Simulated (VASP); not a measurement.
# Ta5W (Cmmm) in VASP: single point with PBE

Aim: the single point of Ta5W with PBE.

All numbers are computed with VASP 6.6.1; they aren't measurements. Logs are shortened: lines on timing, memory, paths and dates and some standing lists are left out, and cuts for length are marked.

### Step 1. The cell of the first run

The structure is orthorhombic, space group Cmmm (No. 65). The conventional cell has a = 3.284 Å, b = 4.675 Å, c = 13.954 Å, α = 90.00°, β = 90.00°, γ = 90.00°. Within 3.7 Å of Ta (site symmetry mm2) lie 4 W at 2.78 to 3.24 Å and 10 Ta at 2.86 to 3.33 Å. Within 3.8 Å of Ta (site symmetry mm2) lie 14 Ta at 2.86 to 3.33 Å. Within 3.8 Å of Ta (site symmetry mmm) lie 14 Ta at 2.86 to 3.33 Å. Within 3.7 Å of W (site symmetry mmm) lie 8 Ta at 2.78 to 3.24 Å and 6 W at 2.86 to 3.28 Å.

### Step 2. Single point, PBE

INCAR

```
  PREC = Accurate
  ENCUT = 520
  EDIFF = 1E-6
  ISMEAR = 0
  SIGMA = 0.1
  LREAL = False
  LASPH = True
  NELM = 80
  ALGO = Fast
  ISIF = 2
  LWAVE = False
  LCHARG = False
  GGA = PE
  NBANDS = 44
```

KPOINTS

```
regular mesh
0
Gamma
  14 14 4
```

POSCAR

```
Ta5W
1.0
    1.6420685320     -2.3373955802      0.0000000000
    1.6420685320      2.3373955802      0.0000000000
    0.0000000000      0.0000000000     13.9541792186
Ta W
5 1
Direct
    0.0000000000      0.0000000000      0.1603900931
    0.5000000000      0.5000000000      0.3301454143
    0.0000000000      0.0000000000      0.5000000000
    0.5000000000      0.5000000000      0.6698545857
    0.0000000000      0.0000000000      0.8396099069
    0.5000000000      0.5000000000      0.0000000000
```

Potentials or basis: VASP PAW PBE potentials, release 64 (Ta_pv, W_sv).

The run is started by

```console
> cat potpaw_PBE.64/Ta_pv/POTCAR potpaw_PBE.64/W_sv/POTCAR > POTCAR
> mpirun -np 1 vasp_std > vasp.out
```

OUTCAR:

```text
PREC = Accurate
   ENCUT = 520
   EDIFF = 1E-6
   ISMEAR = 0
   LREAL = False
   LASPH = True
   NELM = 80
   ISIF = 2
   GGA = PE

 ion  position               nearest neighbor table
   1  0.000  0.000  0.160-   6 2.78   6 2.78   2 2.88   2 2.88   6 3.24   6 3.24   2 3.33   2 3.33

   2  0.500  0.500  0.330-   1 2.88   1 2.88   3 2.88   3 2.88   1 3.33   1 3.33   3 3.33   3 3.33

   3  0.000  0.000  0.500-   2 2.88   4 2.88   2 2.88   4 2.88   2 3.33   4 3.33   2 3.33   4 3.33

   4  0.500  0.500  0.670-   5 2.88   5 2.88   3 2.88   3 2.88   5 3.33   5 3.33   3 3.33   3 3.33

   5  0.000  0.000  0.840-   6 2.78   6 2.78   4 2.88   4 2.88   6 3.24   6 3.24   4 3.33   4 3.33

   6  0.500  0.500  0.000-   1 2.78   5 2.78   1 2.78   5 2.78   1 3.24   5 3.24   1 3.24   5 3.24

  LATTYP: Found a base centered orthorhombic cell.
 ALAT       =     3.2841370640
 B/A-ratio  =     1.4234458152
 C/A-ratio  =     4.2489637146

  Lattice vectors:

 A1 = (   1.6420685320,  -2.3373955802,   0.0000000000)
 A2 = (   1.6420685320,   2.3373955802,   0.0000000000)
 A3 = (   0.0000000000,   0.0000000000,  13.9541792186)

Analysis of symmetry for initial positions (statically):
=====================================================================
 Subroutine PRICEL returns:
 Original cell was already a primitive cell.

 Routine SETGRP: Setting up the symmetry group for a
 base centered orthorhombic supercell.

 Subroutine GETGRP returns: Found  8 space group operations
 (whereof  8 operations were pure point group operations)
 out of a pool of  8 trial point group operations.

The static configuration has the point symmetry D_2h.

Analysis of symmetry for dynamics (positions and initial velocities):
=====================================================================
 Subroutine PRICEL returns:
 Original cell was already a primitive cell.

 Routine SETGRP: Setting up the symmetry group for a
 base centered orthorhombic supercell.

 Subroutine GETGRP returns: Found  8 space group operations
 (whereof  8 operations were pure point group operations)
 out of a pool of  8 trial point group operations.

The dynamic configuration has the point symmetry D_2h.

 Subroutine INISYM returns: Found  8 space group operations
 (whereof  8 operations are pure point group operations),
 and found     1 'primitive' translations

----------------------------------------------------------------------------------------

[... 105 lines left out ...]
   NFREE  =      0    steps in history (QN), initial steepest desc. (CG)
   ISIF   =      2    stress and relaxation
   ISYM   =      2    0-nonsym 1-usesym 2-fastsym
   POTIM  = 0.5000    time-step for ionic-motion
   TEBEG  =    0.0;   TEEND  =   0.0 temperature during run
   PSTRESS=    0.0 pullay stress
   NELECT =      69.0000    total number of electrons
   NUPDOWN=      -1.0000    fix difference up-down
   EMIN   =  10.00;   EMAX   =-10.00  energy-range for DOS
   EFERMI =   0.00;   METHOD = LEGACY
   ISMEAR =     0;   SIGMA  =   0.10  broadening in eV -4-tet -1-fermi 0-gaus
   EFERMI_NEDOS =   21; number of points for ismear=-14 and -15
   IALGO  =     68    algorithm
   IMIX   =      4    mixing-type and parameters
     AMIX     =   0.40;   BMIX     =  1.00
     AMIX_MAG =   1.60;   BMIX_MAG =  1.00
  volume/ion in A,a.u.               =      17.85       120.48
  Fermi-wavevector in a.u.,A,eV,Ry     =   1.413856  2.671801 27.197904  1.998990
  Thomas-Fermi vector in A             =   2.535459
   LORBIT       =      0    0 simple, 1 ext, 2 COOP (PROOUT), +10 PAW based schemes
   GGA     = PE    functional components
   LHFCALC =     F    Hartree Fock is set to
   AEXX    =    0.0000 exact exchange contribution
   IVDW    =     0    specifies the selected vdW correction
   LEPSILON=     F    determine dielectric tensor
   LRPA    =     F    only Hartree local field effects (RPA)
 non-spin polarized calculation
 RMM-DIIS sequential band-by-band and
 Gauss-broadening in eV      SIGMA  =   0.10
  energy-cutoff  :      520.00
  volume of cell :      107.12
 maximum number of plane-waves:      2918
 NGX is ok and might be reduce to    24
   NGX = 11   NGY = 11   NGZ = 51

 number of electron      69.0000005 magnetization

 Free energy of the ion-electron system (eV)
  ---------------------------------------------------
  ext. energy  EPLUGINS =         0.00000000
  ---------------------------------------------------
  free energy    TOTEN  =       -72.13806840 eV

  energy without entropy =      -72.10807100  energy(sigma->0) =      -72.12306970

 E-fermi :   6.1741     XC(G=0): -12.7129

 val. band max:        6.1739731499   @ k =   0.1429   0.0000   0.2500
 cond. band min:       6.1759917617   @ k =  -0.2857   0.1429   0.5000
 fundamental gap:      0.0020186119
 Fermi energy:         6.1740701113

 k-point     1 :       0.0000    0.0000    0.0000
  band No.  band energies     occupation
      1     -67.2769      2.00000
      2     -31.5322      2.00000
      3     -31.2461      2.00000
      4     -31.0954      2.00000
      5     -27.9771      2.00000
      6     -27.8024      2.00000
[... 1117 lines left out ...]
     43      10.2788      0.00000
     44      10.7047      0.00000

 [... further k-points ...]

------------------------ aborting loop because EDIFF is reached ----------------------------------------

  FORCE on cell =-STRESS in cart. coord.  units (eV):
  Direction    XX          YY          ZZ          XY          YZ          ZX
  --------------------------------------------------------------------------------------
  -------------------------------------------------------------------------------------
  Total        0.1239113      0.0907788      0.1194022      0.0000000      0.0000000      0.0000000
  in kB        1.8533770      1.3578041      1.7859326      0.0000000      0.0000000      0.0000000
  external PRESSURE =       1.6657046 kB  Pullay stress =       0.0000000 kB

 VOLUME and BASIS-vectors are now :
 -----------------------------------------------------------------------------
  energy-cutoff  :      520.00
  volume of cell :      107.12
      direct lattice vectors                 reciprocal lattice vectors
     1.642068532 -2.337395580  0.000000000     0.304493991 -0.213913299  0.000000000
     1.642068532  2.337395580  0.000000000     0.304493991  0.213913299  0.000000000
     0.000000000  0.000000000 13.954179219     0.000000000  0.000000000  0.071663119

 POSITION                                       TOTAL-FORCE (eV/Angst)
 -----------------------------------------------------------------------------------
      0.00000      0.00000      2.23811        -0.000000      0.000000      0.011272
      1.64207      0.00000      4.60691         0.000000      0.000000      0.000577
      0.00000      0.00000      6.97709         0.000000      0.000000      0.000000
      1.64207      0.00000      9.34727         0.000000      0.000000     -0.000577
      0.00000      0.00000     11.71607        -0.000000      0.000000     -0.011272
      1.64207      0.00000      0.00000         0.000000     -0.000000      0.000000
 -----------------------------------------------------------------------------------
    total drift:                               -0.000000     -0.000000     -0.000000

  FREE ENERGIE OF THE ION-ELECTRON SYSTEM (eV)
  ---------------------------------------------------
  free  energy   TOTEN  =       -72.1380683960 eV

  energy  without entropy=      -72.1080709955  energy(sigma->0) =      -72.12306970
```

Wall time 30 min (1 thread of Intel Xeon 8259CL, shared host); peak memory 0.71 GiB.

What came out:

```yaml
Free_energy: -72.1381 eV
Pressure: 0.2 GPa
Largest_force: 0.011 eV/Å
Band_gap_on_the_k_mesh: zero (an odd number of electrons rules out a gap without spin polarisation)
```

Forces on the atoms (eV/Å):
```
Ta   0.000  0.000  0.011
Ta   0.000  0.000  0.001
Ta   0.000  0.000  0.000
Ta   0.000  0.000 -0.001
Ta   0.000  0.000 -0.011
W    0.000  0.000  0.000
```

Caveat: spin-orbit coupling is left out, which moves the levels of the heavy elements.
